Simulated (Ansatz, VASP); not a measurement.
Two plane-wave programs on Zn

```xyz
1
Lattice="0.0000 1.9268 1.9268 1.9268 0.0000 1.9268 1.9268 1.9268 0.0000" Properties=species:S:1:pos:R:3 pbc="T T T"
Zn    0.0000    0.0000    0.0000
```

Alike in both runs: functional r2SCAN; k mesh 24 × 24 × 24; occupations gaussian, width 0.1 eV; no spin polarisation.

Ansatz relaxed the structure, and its values are those at the end. VASP's run is a single point on that final structure, the one shown.

```csv
,VASP,Ansatz
version,VASP 6.6.1,Ansatz 0.2.0
potentials or method,"VASP PAW PBE potentials, release 64 (Zn), cutoff 520 eV","scalar-relativistic, plane waves, PAW"
valence electrons in the cell,12,12
```

Ansatz gave:

| Property | Result |
| --- | --- |
| gap on the k mesh at the Fermi level (eV) | none |
| pressure (GPa) | 0.0 |

**Question.** Which values does VASP return?

**Answer.** gap on the k mesh at the Fermi level (eV): none; pressure (GPa): 0.4.

VASP's potentials were made for PBE, not for r2SCAN. A gap of «none» marks a metal or a gap that the smearing closes. The functional is the same, so the differences come from potentials, cutoffs and numerics.
